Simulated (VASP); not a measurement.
# BaS (I-4m2) in VASP: settings compared

The runs below take BaS through single point, with PBE, r2SCAN, HSE06.

All numbers are computed with VASP 6.6.1; they aren't measurements. Logs are shortened: lines on timing, memory, paths and dates and some standing lists are left out, and cuts for length are marked.

## Step 1: The cell of the first run

It takes space group I-4m2 (No. 119, tetragonal). The conventional cell has a = 4.864 Å, b = 4.864 Å, c = 7.308 Å, α = 90.00°, β = 90.00°, γ = 90.00°. Within 4.0 Å of Ba (site symmetry -4m2) lie 4 S at 3.04 Å. Within 4.0 Å of S (site symmetry -4m2) lie 4 Ba at 3.04 Å.

## Step 2: Single point, PBE (epitaxial xy strain -2.3%)

File INCAR:

```
SYSTEM = BaS
PREC = Accurate
ENCUT = 500
EDIFF = 1E-6
ISMEAR = -1
SIGMA = 0.02
LREAL = .False.
LASPH = .True.
NELM = 120
ALGO = Normal
ISIF = 2
LWAVE = .False.
LCHARG = .True.
GGA = PE
LELF = .True.
LVHAR = .True.
NBANDS = 15
GGA_COMPAT = .False.
```

File KPOINTS:

```
Automatic mesh
0
Gamma
  6 6 6
  0 0 0
```

File POSCAR:

```
BaS
1.0
    0.0000000000      3.4391691825      3.6540279708
    3.4391691825      0.0000000000      3.6540279708
    3.4391691825      3.4391691825      0.0000000000
Ba S
1 1
Direct
    0.0000000000      0.0000000000      0.0000000000
    0.2500000000      0.2500000000      0.2500000000
```

Potentials or basis: VASP PAW PBE potentials, release 64 (Ba_sv, S).

Command:

```
> cat potpaw_PBE.64/Ba_sv/POTCAR potpaw_PBE.64/S/POTCAR > POTCAR
> mpirun -np 1 vasp_std > vasp.out
```

OUTCAR:

```text
SYSTEM = BaS
   PREC = Accurate
   ENCUT = 500
   EDIFF = 1E-6
   ISMEAR = -1
   LREAL = .False.
   LASPH = .True.
   NELM = 120
   ISIF = 2
   GGA = PE

 ion  position               nearest neighbor table
   1  0.000  0.000  0.000-   2 3.04   2 3.04   2 3.04   2 3.04
   2  0.250  0.250  0.250-   1 3.04   1 3.04   1 3.04   1 3.04

  LATTYP: Found a body centered tetragonal cell.
 ALAT       =     4.8637197012
 C/A-ratio  =     1.5025651951

  Lattice vectors:

 A1 = (  -3.4391691825,   0.0000000000,   3.6540279708)
 A2 = (   3.4391691825,   0.0000000000,   3.6540279708)
 A3 = (   0.0000000000,   3.4391691825,  -3.6540279708)

Analysis of symmetry for initial positions (statically):
=====================================================================
 Subroutine PRICEL returns:
 Original cell was already a primitive cell.

 Routine SETGRP: Setting up the symmetry group for a
 body centered tetragonal supercell.

 Subroutine GETGRP returns: Found  8 space group operations
 (whereof  8 operations were pure point group operations)
 out of a pool of 16 trial point group operations.

The static configuration has the point symmetry D_2d.

Analysis of symmetry for dynamics (positions and initial velocities):
=====================================================================
 Subroutine PRICEL returns:
 Original cell was already a primitive cell.

 Routine SETGRP: Setting up the symmetry group for a
 body centered tetragonal supercell.

 Subroutine GETGRP returns: Found  8 space group operations
 (whereof  8 operations were pure point group operations)
 out of a pool of 16 trial point group operations.

The dynamic configuration has the point symmetry D_2d.

 Subroutine INISYM returns: Found  8 space group operations
 (whereof  8 operations are pure point group operations),
 and found     1 'primitive' translations

----------------------------------------------------------------------------------------

                                     Primitive cell

  volume of cell :      86.4388

  direct lattice vectors                    reciprocal lattice vectors
     0.000000000  3.439169183  3.654027971    -0.145383950  0.145383950  0.136835296
     3.439169183  0.000000000  3.654027971     0.145383950 -0.145383950  0.136835296
     3.439169183  3.439169183  0.000000000     0.145383950  0.145383950 -0.136835296

  length of vectors
     5.017948294  5.017948294  4.863719701     0.246975473  0.246975473  0.246975473
[... 90 lines left out ...]
   TEBEG  =    0.0;   TEEND  =   0.0 temperature during run
   PSTRESS=    0.0 pullay stress
   NELECT =      16.0000    total number of electrons
   NUPDOWN=      -1.0000    fix difference up-down
   EMIN   =  10.00;   EMAX   =-10.00  energy-range for DOS
   EFERMI =   0.00;   METHOD = LEGACY
   ISMEAR =    -1;   SIGMA  =   0.02  broadening in eV -4-tet -1-fermi 0-gaus
   EFERMI_NEDOS =   21; number of points for ismear=-14 and -15
   IALGO  =     38    algorithm
   IMIX   =      4    mixing-type and parameters
     AMIX     =   0.40;   BMIX     =  1.00
     AMIX_MAG =   1.60;   BMIX_MAG =  1.00
  volume/ion in A,a.u.               =      43.22       291.66
  Fermi-wavevector in a.u.,A,eV,Ry     =   0.932993  1.763102 11.843551  0.870476
  Thomas-Fermi vector in A             =   2.059649
   LORBIT       =      0    0 simple, 1 ext, 2 COOP (PROOUT), +10 PAW based schemes
   GGA     = PE    functional components
   LHFCALC =     F    Hartree Fock is set to
   AEXX    =    0.0000 exact exchange contribution
   IVDW    =     0    specifies the selected vdW correction
   LEPSILON=     F    determine dielectric tensor
   LRPA    =     F    only Hartree local field effects (RPA)
 non-spin polarized calculation
  energy-cutoff  :      500.00
  volume of cell :       86.44
 maximum number of plane-waves:      2228
 NGX is ok and might be reduce to    40
   NGX = 19   NGY = 19   NGZ = 17

 number of electron      15.9999999 magnetization

 Free energy of the ion-electron system (eV)
  ---------------------------------------------------
  ext. energy  EPLUGINS =         0.00000000
  ---------------------------------------------------
  free energy    TOTEN  =        -9.72846771 eV

  energy without entropy =       -9.72846771  energy(sigma->0) =       -9.72846771

 E-fermi :   0.3715     XC(G=0):  -7.2124

 val. band max:       -0.1088597399   @ k =  -0.3333   0.5000   0.1667
 cond. band min:       2.6305408604   @ k =   0.0000   0.0000   0.0000
 fundamental gap:      2.7394006002
 Fermi energy:         0.3715065779

 k-point     1 :       0.0000    0.0000    0.0000
  band No.  band energies     occupation
      1     -26.2171      2.00000
      2     -11.4014      2.00000
      3     -11.4014      2.00000
      4     -11.3918      2.00000
      5     -10.0582      2.00000
      6      -0.8461      2.00000
      7      -0.8063      2.00000
      8      -0.8063      2.00000
      9       2.6305      0.00000
     10       4.6999      0.00000
     11       5.1304      0.00000
     12       6.5283      0.00000
     13       7.0101      0.00000
     14       7.0101      0.00000
[... 401 lines left out ...]
      2     -12.0724      2.00000
      3     -11.5272      2.00000
      4     -11.4794      2.00000
      5      -9.2740      2.00000
      6      -1.0905      2.00000
      7      -0.3291      2.00000
      8      -0.2357      2.00000
      9       3.4019      0.00000
     10       4.4866      0.00000
     11       5.6246      0.00000
     12       6.5256      0.00000
     13       6.7700      0.00000
     14       7.4744      0.00000
     15       9.2149      0.00000

 [... further k-points ...]

------------------------ aborting loop because EDIFF is reached ----------------------------------------

  FORCE on cell =-STRESS in cart. coord.  units (eV):
  Direction    XX          YY          ZZ          XY          YZ          ZX
  --------------------------------------------------------------------------------------
  -------------------------------------------------------------------------------------
  Total        0.3511019      0.3511019      0.1969580      0.0000000      0.0000000      0.0000000
  in kB        6.5078085      6.5078085      3.6506924      0.0000000      0.0000000      0.0000000
  external PRESSURE =       5.5554364 kB  Pullay stress =       0.0000000 kB

 VOLUME and BASIS-vectors are now :
 -----------------------------------------------------------------------------
  energy-cutoff  :      500.00
  volume of cell :       86.44
      direct lattice vectors                 reciprocal lattice vectors
     0.000000000  3.439169183  3.654027971    -0.145383950  0.145383950  0.136835296
     3.439169183  0.000000000  3.654027971     0.145383950 -0.145383950  0.136835296
     3.439169183  3.439169183  0.000000000     0.145383950  0.145383950 -0.136835296

 POSITION                                       TOTAL-FORCE (eV/Angst)
 -----------------------------------------------------------------------------------
      0.00000      0.00000      0.00000        -0.000000     -0.000000     -0.000000
      1.71958      1.71958      1.82701         0.000000      0.000000      0.000000
 -----------------------------------------------------------------------------------
    total drift:                                0.000001      0.000001     -0.000000

  FREE ENERGIE OF THE ION-ELECTRON SYSTEM (eV)
  ---------------------------------------------------
  free  energy   TOTEN  =        -9.7284677116 eV

  energy  without entropy=       -9.7284677116  energy(sigma->0) =       -9.72846771
```

stdout:

```text
POSCAR found type information on POSCAR BaS
 POSCAR found :  2 types and       2 ions
 scaLAPACK will be used
 LDA part: xc-table for (Slater+PW92), standard interpolation
 POSCAR, INCAR and KPOINTS ok, starting setup
 FFT: planning ... GRIDC
 FFT: planning ... GRID_SOFT
 FFT: planning ... GRID
 WAVECAR not read
 entering main loop
```

Run time: 25 s. Hardware: 1 thread of Intel Xeon Platinum 8488C (Sapphire Rapids), shared host; peak memory 0.24 GiB.

Results:

```yaml
Free_energy: -9.7285 eV
Pressure: 0.6 GPa
Band_gap_on_the_k_mesh: 2.74 eV (least direct gap 3.32 eV)
```

Stress tensor (GPa, compression positive):
```
0.65 0.00 0.00
0.00 0.65 0.00
0.00 0.00 0.37
```

Levels at points of the mesh, in eV from the valence-band top:
```csv
k point,band 4,band 5,band 6,band 7,band 8,band 9,band 10,band 11,band 12,band 13
"(0.00, 0.00, 0.00)",-11.28,-9.95,-0.74,-0.70,-0.70,2.74,4.81,5.24,6.64,7.12
"(0.50, 0.00, 0.00)",-11.32,-9.30,-0.64,-0.50,-0.41,4.41,5.22,5.25,5.41,6.30
"(0.50, 0.50, 0.00)",-11.38,-9.05,-1.14,0.00,0.00,3.31,4.46,6.21,6.21,6.35
"(0.50, 0.00, 0.50)",-11.37,-9.14,-1.11,-0.09,-0.02,3.48,4.53,6.28,6.35,6.36
```

Caveat: the cell differs from its parent crystal (epitaxial xy strain -2.3%); the structure was generated, so it needn't be the stable form of BaS; spin-orbit coupling is left out, which moves the levels of the heavy elements. A k mesh can miss the band edges.

## Step 3: Single point, r2SCAN (epitaxial xy strain -2.3%)

POSCAR is that of step 2.

File INCAR.step1:

```
SYSTEM = BaS
PREC = Accurate ; ENCUT = 550
ISMEAR = 0 ; SIGMA = 0.01
LREAL = .False. ; LASPH = .True.
NELM = 120 ; NBANDS = 15
GGA = PE ; ALGO = Normal
EDIFF = 1E-5 ; LWAVE = .True.
LCHARG = .False. ; GGA_COMPAT = .False.
```

File INCAR.step2:

```
SYSTEM = BaS
PREC = Accurate ; ENCUT = 550
EDIFF = 1E-6 ; ISMEAR = 0
SIGMA = 0.01 ; LREAL = .False.
LASPH = .True. ; NELM = 120
ALGO = Normal ; ISIF = 2
LWAVE = .False. ; LCHARG = .True.
METAGGA = R2SCAN ; LMIXTAU = .True.
LELF = .True. ; LVHAR = .True.
NBANDS = 15 ; ISTART = 1
GGA_COMPAT = .False.
```

File KPOINTS:

```
regular mesh
0
Gamma
  6 6 6
  0 0 0
```

Potentials or basis: VASP PAW PBE potentials, release 64 (Ba_sv, S).

Command:

```
> cat potpaw_PBE.64/Ba_sv/POTCAR potpaw_PBE.64/S/POTCAR > POTCAR
> cp INCAR.step1 INCAR
> mpirun -np 1 vasp_std > vasp.out
> cp INCAR.step2 INCAR
> mpirun -np 1 vasp_std > vasp.out
```

Wall time 1.7 min (1 thread of Intel Xeon Platinum 8488C (Sapphire Rapids), shared host); peak memory 0.27 GiB.

The run converged. Its results:

```yaml
Free_energy: -38.6118 eV
Pressure: 0.6 GPa
Band_gap_on_the_k_mesh: 3.06 eV (least direct gap 3.58 eV)
```

Stress tensor (GPa, compression positive):
```
0.67 0.00 0.00
0.00 0.67 0.00
0.00 0.00 0.45
```

Levels at points of the mesh, in eV from the valence-band top:
```csv
k point,band 6,band 7,band 8,band 9,band 10,band 11
"(0.00, 0.00, 0.00)",-0.74,-0.70,-0.70,3.06,5.30,5.75
"(0.50, 0.00, 0.00)",-0.63,-0.50,-0.41,4.73,5.69,5.74
"(0.50, 0.50, 0.00)",-1.14,0.00,0.00,3.58,4.88,6.75
"(0.50, 0.00, 0.50)",-1.11,-0.09,-0.03,3.74,4.96,6.80
```

Caveat: the cell differs from its parent crystal (epitaxial xy strain -2.3%); the structure was generated, so it needn't be the stable form of BaS; the PAW data sets were made with another functional, which shifts forces and pressure a little; spin-orbit coupling is left out, which moves the levels of the heavy elements. A k mesh can miss the band edges.

(Part 1 of 2 ends here.)
